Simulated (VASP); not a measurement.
# Sb2Au in VASP: notebook, part 2 of 3

VASP 6.6.1. The steps go on from the part before.

## 3. Electric field gradients, LDA (equal xx and yy strain of +1 %)

INCAR

```
  PREC = Accurate
  ENCUT = 520
  EDIFF = 1E-8
  ISMEAR = -1
  SIGMA = 0.08
  LREAL = F
  LASPH = T
  NELM = 100
  ALGO = Normal
  ISIF = 2
  LWAVE = F
  LCHARG = F
  LEFG = T
  NBANDS = 18
```

KPOINTS

```
Automatic mesh
0
Gamma
  9 9 9
```

POSCAR

```
Sb2Au
1.0
    0.0000000000      3.3612800000      3.3280000000
    3.3612800000      0.0000000000      3.3280000000
    3.3612800000      3.3612800000      0.0000000000
Sb Au
2 1
Direct
    0.2500000000      0.2500000000      0.2500000000
    0.7500000000      0.7500000000      0.7500000000
    0.0000000000      0.0000000000      0.0000000000
```

Potentials or basis: VASP PAW LDA potentials, release 64 (Sb, Au).

Run with:

```console
$ cat potpaw_LDA.64/Sb/POTCAR potpaw_LDA.64/Au/POTCAR > POTCAR
$ mpirun -np 1 vasp_std > vasp.out
```

OUTCAR:

```text
PREC = Accurate
   ENCUT = 520
   EDIFF = 1E-8
   ISMEAR = -1
   LREAL = F
   LASPH = T
   NELM = 100
   ISIF = 2

 ion  position               nearest neighbor table
   1  0.250  0.250  0.250-   3 2.90   3 2.90   3 2.90   3 2.90   2 3.33   2 3.33   2 3.36   2 3.36
                             2 3.36   2 3.36
   2  0.750  0.750  0.750-   3 2.90   3 2.90   3 2.90   3 2.90   1 3.33   1 3.33   1 3.36   1 3.36
                             1 3.36   1 3.36
   3  0.000  0.000  0.000-   2 2.90   1 2.90   2 2.90   1 2.90   2 2.90   2 2.90   1 2.90   1 2.90

  LATTYP: Found a body centered tetragonal cell.
 ALAT       =     4.7535677629
 C/A-ratio  =     1.4002114479

  Lattice vectors:

 A1 = (   0.0000000000,  -3.3612800000,  -3.3280000000)
 A2 = (   0.0000000000,   3.3612800000,  -3.3280000000)
 A3 = (   3.3612800000,   0.0000000000,   3.3280000000)

Analysis of symmetry for initial positions (statically):
=====================================================================
 Subroutine PRICEL returns:
 Original cell was already a primitive cell.

 Routine SETGRP: Setting up the symmetry group for a
 body centered tetragonal supercell.

 Subroutine GETGRP returns: Found 16 space group operations
 (whereof 16 operations were pure point group operations)
 out of a pool of 16 trial point group operations.

The static configuration has the point symmetry D_4h.

Analysis of symmetry for dynamics (positions and initial velocities):
=====================================================================
 Subroutine PRICEL returns:
 Original cell was already a primitive cell.

 Routine SETGRP: Setting up the symmetry group for a
[... 652 lines left out ...]
      6       3.2271      2.00000
[... 10 lines left out ...]
     17      16.3496      0.00000
     18      16.3496      0.00000

 [... further k-points ...]

------------------------ aborting loop because EDIFF is reached ----------------------------------------

  FORCE on cell =-STRESS in cart. coord.  units (eV):
  Direction    XX          YY          ZZ          XY          YZ          ZX
  --------------------------------------------------------------------------------------
  -------------------------------------------------------------------------------------
  Total        0.5012433      0.5012433      0.6096389      0.0000000      0.0000000      0.0000000
  in kB       10.6791441     10.6791441     12.9885465      0.0000000      0.0000000      0.0000000
  external PRESSURE =      11.4489449 kB  Pullay stress =       0.0000000 kB

 VOLUME and BASIS-vectors are now :
 -----------------------------------------------------------------------------
  energy-cutoff  :      520.00
  volume of cell :       75.20
      direct lattice vectors                 reciprocal lattice vectors
     0.000000000  3.361280000  3.328000000    -0.148752856  0.148752856  0.150240385
     3.361280000  0.000000000  3.328000000     0.148752856 -0.148752856  0.150240385
     3.361280000  3.361280000  0.000000000     0.148752856  0.148752856 -0.150240385

 POSITION                                       TOTAL-FORCE (eV/Angst)
 -----------------------------------------------------------------------------------
      1.68064      1.68064      1.66400         0.000000      0.000000      0.000000
      5.04192      5.04192      4.99200        -0.000000     -0.000000      0.000000
      0.00000      0.00000      0.00000         0.000000     -0.000000     -0.000000
 -----------------------------------------------------------------------------------
    total drift:                               -0.000000      0.000000      0.000000

  FREE ENERGIE OF THE ION-ELECTRON SYSTEM (eV)
  ---------------------------------------------------
  free  energy   TOTEN  =       -13.8821718802 eV

  energy  without entropy=      -13.8577187839  energy(sigma->0) =      -13.86994533

 Electric field gradients (V/A^2)
---------------------------------------------------------------------
 ion       V_xx      V_yy      V_zz      V_xy      V_xz      V_yz
---------------------------------------------------------------------
   1      -0.131    -0.131     0.262     0.000     0.000     0.000
   2      -0.131    -0.131     0.262     0.000     0.000     0.000
   3      -0.970    -0.970     1.940     0.000     0.001     0.001
---------------------------------------------------------------------

 Electric field gradients after diagonalization (V/A^2)
 (convention: |V_zz| > |V_xx| > |V_yy|)
----------------------------------------------------------------------
 ion       V_xx      V_yy      V_zz     asymmetry (V_yy - V_xx)/ V_zz
----------------------------------------------------------------------
   1      -0.131    -0.131     0.262       0.001
   2      -0.131    -0.131     0.262       0.001
   3      -0.970    -0.969     1.940       0.000
----------------------------------------------------------------------

           NMR quadrupolar parameters

 Cq : quadrupolar parameter    Cq=e*Q*V_zz/h
 eta: asymmetry parameters     (V_yy - V_xx)/ V_zz
 Q  : nuclear electric quadrupole moment in mb (millibarn)
----------------------------------------------------------------------
 ion       Cq(MHz)       eta       Q (mb)
----------------------------------------------------------------------
   1       0.001       0.001       1.000
   2       0.001       0.001       1.000
   3       0.005       0.000       1.000
----------------------------------------------------------------------
```

OSZICAR:

```text
N       E                     dE             d eps       ncg     rms          rms(c)
DAV:   1     0.107702998289E+03    0.10770E+03   -0.80169E+03  2700   0.956E+02
DAV:   2    -0.100867790050E+02   -0.11779E+03   -0.11344E+03  3374   0.190E+02
DAV:   3    -0.145451822107E+02   -0.44584E+01   -0.44133E+01  3128   0.401E+01
DAV:   4    -0.145835785220E+02   -0.38396E-01   -0.38359E-01  3152   0.419E+00
DAV:   5    -0.145841305377E+02   -0.55202E-03   -0.55200E-03  3086   0.512E-01    0.811E+00
DAV:   6    -0.139646405300E+02    0.61949E+00   -0.36304E+00  2898   0.170E+01    0.672E+00
DAV:   7    -0.139022118797E+02    0.62429E-01   -0.24276E-01  2828   0.465E+00    0.366E+00
DAV:   8    -0.138846922681E+02    0.17520E-01   -0.46626E-02  2990   0.135E+00    0.339E-01
DAV:   9    -0.138821877966E+02    0.25045E-02   -0.98324E-03  2870   0.968E-01    0.159E-01
DAV:  10    -0.138821822314E+02    0.55652E-05   -0.66020E-04  3028   0.158E-01    0.347E-02
DAV:  11    -0.138821729940E+02    0.92374E-05   -0.73604E-05  3038   0.820E-02    0.122E-02
DAV:  12    -0.138821721833E+02    0.81072E-06   -0.67399E-06  2862   0.209E-02    0.706E-03
DAV:  13    -0.138821718705E+02    0.31280E-06   -0.11897E-06  2976   0.874E-03    0.249E-03
DAV:  14    -0.138821718810E+02   -0.10526E-07   -0.10819E-07  3154   0.206E-03    0.695E-04
DAV:  15    -0.138821718802E+02    0.84083E-09   -0.20897E-09  1528   0.358E-04
   1 F= -.13882172E+02 E0= -.13869945E+02  d E =-.244531E-01
```

stdout:

```text
POSCAR found type information on POSCAR SbAu
 POSCAR found :  2 types and       3 ions
 scaLAPACK will be used
 LDA part: xc-table for (Slater(with rela. corr.)+CA(PZ))
 , standard interpolation
 POSCAR, INCAR and KPOINTS ok, starting setup
 FFT: planning ... GRIDC
 FFT: planning ... GRID_SOFT
 FFT: planning ... GRID
 WAVECAR not read
 entering main loop
ion   1

ion   2

ion   3
```

Run time: 57 s. Hardware: 1 thread of Intel Xeon Platinum 8488C (Sapphire Rapids), shared host; peak memory 0.24 GiB.

What came out:

```
Free energy : -13.8822 eV
Pressure    : 1.1 GPa
```

Electric field gradients, principal values (V/Å²):
```
atom   least  middle  greatest (by size)
1 Sb  -0.131  -0.131               0.262
2 Sb  -0.131  -0.131               0.262
3 Au  -0.969  -0.970               1.940
```

Caveat: the cell differs from its parent crystal (equal xx and yy strain of +1 %); without QUAD_EFG the Cq values of the log hold for a quadrupole moment of 1 mb, not for the nuclei; spin-orbit coupling is left out, which moves the levels of the heavy elements.

## 4. Electric field gradients, LDA (volume scaled by 0.94)

INCAR

```
SYSTEM = Sb2Au
PREC = Accurate
ENCUT = 520
EDIFF = 1E-8
ISMEAR = -1
SIGMA = 0.08
LREAL = .FALSE.
LASPH = .TRUE.
NELM = 60
ALGO = Normal
ISIF = 2
LWAVE = .FALSE.
LCHARG = .FALSE.
GGA = CA
LEFG = .TRUE.
NBANDS = 18
```

KPOINTS

```
regular mesh
0
G
  9 9 9
  0 0 0
```

POSCAR

```
Sb2Au
1.0
    0.0000000000      3.2600625698      3.2600625698
    3.2600625698      0.0000000000      3.2600625698
    3.2600625698      3.2600625698      0.0000000000
Sb Au
2 1
Direct
    0.2500000000      0.2500000000      0.2500000000
    0.7500000000      0.7500000000      0.7500000000
    0.0000000000      0.0000000000      0.0000000000
```

Potentials or basis: VASP PAW LDA potentials, release 64 (Sb, Au).

Run with:

```console
$ cat potpaw_LDA.64/Sb/POTCAR potpaw_LDA.64/Au/POTCAR > POTCAR
$ mpirun -np 1 vasp_std > vasp.out
```

OUTCAR:

```text
SYSTEM = Sb2Au
   PREC = Accurate
   ENCUT = 520
   EDIFF = 1E-8
   ISMEAR = -1
   LREAL = .FALSE.
   LASPH = .TRUE.
   NELM = 60
   ISIF = 2
   GGA = CA

 ion  position               nearest neighbor table
   1  0.250  0.250  0.250-   3 2.82   3 2.82   3 2.82   3 2.82   2 3.26   2 3.26   2 3.26   2 3.26
                             2 3.26   2 3.26
   2  0.750  0.750  0.750-   3 2.82   3 2.82   3 2.82   3 2.82   1 3.26   1 3.26   1 3.26   1 3.26
                             1 3.26   1 3.26
   3  0.000  0.000  0.000-   2 2.82   2 2.82   2 2.82   1 2.82   2 2.82   1 2.82   1 2.82   1 2.82

  LATTYP: Found a face centered cubic cell.
 ALAT       =     6.5201251396

  Lattice vectors:

 A1 = (   0.0000000000,   3.2600625698,   3.2600625698)
 A2 = (   3.2600625698,   0.0000000000,   3.2600625698)
 A3 = (   3.2600625698,   3.2600625698,   0.0000000000)

Analysis of symmetry for initial positions (statically):
=====================================================================
 Subroutine PRICEL returns:
 Original cell was already a primitive cell.

 Routine SETGRP: Setting up the symmetry group for a
 face centered cubic supercell.

 Subroutine GETGRP returns: Found 48 space group operations
 (whereof 48 operations were pure point group operations)
 out of a pool of 48 trial point group operations.

The static configuration has the point symmetry O_h .

Analysis of symmetry for dynamics (positions and initial velocities):
=====================================================================
 Subroutine PRICEL returns:
 Original cell was already a primitive cell.

 Routine SETGRP: Setting up the symmetry group for a
 face centered cubic supercell.

 Subroutine GETGRP returns: Found 48 space group operations
 (whereof 48 operations were pure point group operations)
 out of a pool of 48 trial point group operations.

The dynamic configuration has the point symmetry O_h .

 Subroutine INISYM returns: Found 48 space group operations
 (whereof 48 operations are pure point group operations),
 and found     1 'primitive' translations

----------------------------------------------------------------------------------------

                                     Primitive cell

  volume of cell :      69.2959

  direct lattice vectors                    reciprocal lattice vectors
     0.000000000  3.260062570  3.260062570    -0.153371289  0.153371289  0.153371289
     3.260062570  0.000000000  3.260062570     0.153371289 -0.153371289  0.153371289
     3.260062570  3.260062570  0.000000000     0.153371289  0.153371289 -0.153371289

  length of vectors
     4.610424700  4.610424700  4.610424700     0.265646866  0.265646866  0.265646866

  position of ions in fractional coordinates (direct lattice)
     0.250000000  0.250000000  0.250000000
     0.750000000  0.750000000  0.750000000
     0.000000000  0.000000000  0.000000000

  ion indices of the primitive-cell ions
   primitive index   ion index
                 1           1
                 2           2
                 3           3
[... 82 lines left out ...]
   PSTRESS=    0.0 pullay stress
   NELECT =      21.0000    total number of electrons
   NUPDOWN=      -1.0000    fix difference up-down
   EMIN   =  10.00;   EMAX   =-10.00  energy-range for DOS
   EFERMI =   0.00;   METHOD = LEGACY
   ISMEAR =    -1;   SIGMA  =   0.08  broadening in eV -4-tet -1-fermi 0-gaus
   EFERMI_NEDOS =   21; number of points for ismear=-14 and -15
   IALGO  =     38    algorithm
   IMIX   =      4    mixing-type and parameters
     AMIX     =   0.40;   BMIX     =  1.00
     AMIX_MAG =   1.60;   BMIX_MAG =  1.00
  volume/ion in A,a.u.               =      23.10       155.88
  Fermi-wavevector in a.u.,A,eV,Ry     =   1.099627  2.077993 16.451881  1.209179
  Thomas-Fermi vector in A             =   2.236025
   LORBIT       =      0    0 simple, 1 ext, 2 COOP (PROOUT), +10 PAW based schemes
   GGA     = CA    functional components
   LHFCALC =     F    Hartree Fock is set to
   AEXX    =    0.0000 exact exchange contribution
   IVDW    =     0    specifies the selected vdW correction
   LEPSILON=     F    determine dielectric tensor
   LRPA    =     F    only Hartree local field effects (RPA)
 non-spin polarized calculation
  energy-cutoff  :      520.00
  volume of cell :       69.30
 maximum number of plane-waves:      1889
   NGX = 17   NGY = 17   NGZ = 17

 number of electron      21.0000001 magnetization

 Free energy of the ion-electron system (eV)
  ---------------------------------------------------
  ext. energy  EPLUGINS =         0.00000000
  ---------------------------------------------------
  free energy    TOTEN  =       -13.67762028 eV

  energy without entropy =      -13.65239915  energy(sigma->0) =      -13.66500971

 E-fermi :   9.6028     XC(G=0): -10.9384

 val. band max:        9.5142114215   @ k =  -0.1111   0.1111   0.0000
 cond. band min:       9.6334048192   @ k =   0.1111   0.1111   0.0000
 fundamental gap:      0.1191933976
 Fermi energy:         9.6028481889

 k-point     1 :       0.0000    0.0000    0.0000
  band No.  band energies     occupation
      1      -4.0029      2.00000
      2       2.4621      2.00000
      3       2.4621      2.00000
      4       2.4621      2.00000
      5       2.8924      2.00000
      6       3.8688      2.00000
[... 481 lines left out ...]
      5       3.4358      2.00000
      6       3.9873      2.00000
[... 10 lines left out ...]
     17      17.7802      0.00000
     18      17.7802      0.00000

 [... further k-points ...]

------------------------ aborting loop because EDIFF is reached ----------------------------------------

  FORCE on cell =-STRESS in cart. coord.  units (eV):
  Direction    XX          YY          ZZ          XY          YZ          ZX
  --------------------------------------------------------------------------------------
  -------------------------------------------------------------------------------------
  Total        4.5963133      4.5963133      4.5963133     -0.0000000      0.0000000     -0.0000000
  in kB      106.2704223    106.2704223    106.2704223     -0.0000000      0.0000000     -0.0000000
  external PRESSURE =     106.2704223 kB  Pullay stress =       0.0000000 kB

 VOLUME and BASIS-vectors are now :
 -----------------------------------------------------------------------------
  energy-cutoff  :      520.00
  volume of cell :       69.30
      direct lattice vectors                 reciprocal lattice vectors
     0.000000000  3.260062570  3.260062570    -0.153371289  0.153371289  0.153371289
     3.260062570  0.000000000  3.260062570     0.153371289 -0.153371289  0.153371289
     3.260062570  3.260062570  0.000000000     0.153371289  0.153371289 -0.153371289

 POSITION                                       TOTAL-FORCE (eV/Angst)
 -----------------------------------------------------------------------------------
      1.63003      1.63003      1.63003        -0.000000      0.000000      0.000000
      4.89009      4.89009      4.89009        -0.000000     -0.000000     -0.000000
      0.00000      0.00000      0.00000         0.000000      0.000000      0.000000
 -----------------------------------------------------------------------------------
    total drift:                               -0.000000      0.000000      0.000000

  FREE ENERGIE OF THE ION-ELECTRON SYSTEM (eV)
  ---------------------------------------------------
  free  energy   TOTEN  =       -13.6776202824 eV

  energy  without entropy=      -13.6523991452  energy(sigma->0) =      -13.66500971

 Electric field gradients (V/A^2)
---------------------------------------------------------------------
 ion       V_xx      V_yy      V_zz      V_xy      V_xz      V_yz
---------------------------------------------------------------------
   1       0.000     0.000    -0.000    -0.000    -0.000    -0.000
   2      -0.000     0.000    -0.000    -0.000    -0.000    -0.000
   3      -0.000    -0.000     0.000     0.000     0.000     0.000
---------------------------------------------------------------------

 Electric field gradients after diagonalization (V/A^2)
 (convention: |V_zz| > |V_xx| > |V_yy|)
----------------------------------------------------------------------
 ion       V_xx      V_yy      V_zz     asymmetry (V_yy - V_xx)/ V_zz
----------------------------------------------------------------------
   1       0.000     0.000    -0.000       0.000
   2       0.000     0.000    -0.000       0.000
   3      -0.000    -0.000     0.001       0.000
----------------------------------------------------------------------

           NMR quadrupolar parameters

 Cq : quadrupolar parameter    Cq=e*Q*V_zz/h
 eta: asymmetry parameters     (V_yy - V_xx)/ V_zz
 Q  : nuclear electric quadrupole moment in mb (millibarn)
----------------------------------------------------------------------
 ion       Cq(MHz)       eta       Q (mb)
----------------------------------------------------------------------
   1      -0.000       0.000       1.000
   2      -0.000       0.000       1.000
   3       0.000       0.000       1.000
----------------------------------------------------------------------
```

OSZICAR:

```text
N       E                     dE             d eps       ncg     rms          rms(c)
DAV:   1     0.112592995929E+03    0.11259E+03   -0.81756E+03  1276   0.965E+02
DAV:   2    -0.973624986526E+01   -0.12233E+03   -0.11830E+03  1572   0.199E+02
DAV:   3    -0.144226260221E+02   -0.46864E+01   -0.46279E+01  1446   0.413E+01
DAV:   4    -0.144624838547E+02   -0.39858E-01   -0.39832E-01  1446   0.426E+00
DAV:   5    -0.144630000881E+02   -0.51623E-03   -0.51622E-03  1440   0.507E-01    0.980E+00
DAV:   6    -0.137604296864E+02    0.70257E+00   -0.38605E+00  1342   0.179E+01    0.791E+00
DAV:   7    -0.136997255784E+02    0.60704E-01   -0.26281E-01  1318   0.477E+00    0.436E+00
DAV:   8    -0.136798805818E+02    0.19845E-01   -0.39079E-02  1386   0.123E+00    0.382E-01
DAV:   9    -0.136776024444E+02    0.22781E-02   -0.86782E-03  1336   0.941E-01    0.132E-01
DAV:  10    -0.136776210777E+02   -0.18633E-04   -0.55613E-04  1426   0.146E-01    0.357E-02
DAV:  11    -0.136776210160E+02    0.61645E-07   -0.17147E-05  1416   0.385E-02    0.124E-02
DAV:  12    -0.136776203532E+02    0.66288E-06   -0.20913E-06  1324   0.130E-02    0.429E-03
DAV:  13    -0.136776202783E+02    0.74853E-07   -0.43822E-07  1438   0.481E-03    0.141E-03
DAV:  14    -0.136776202824E+02   -0.41082E-08   -0.28619E-08  1304   0.124E-03
   1 F= -.13677620E+02 E0= -.13665010E+02  d E =-.252211E-01
```

Run time: 17 s. Hardware: 1 thread of Intel Xeon 6975P-C (Granite Rapids), shared host; peak memory 0.19 GiB.

Results:

* Free energy: -13.6776 eV
* Pressure: 10.6 GPa

Caveat: without QUAD_EFG the Cq values of the log hold for a quadrupole moment of 1 mb, not for the nuclei; spin-orbit coupling is left out, which moves the levels of the heavy elements.

(Continued in part 3 of 3.)
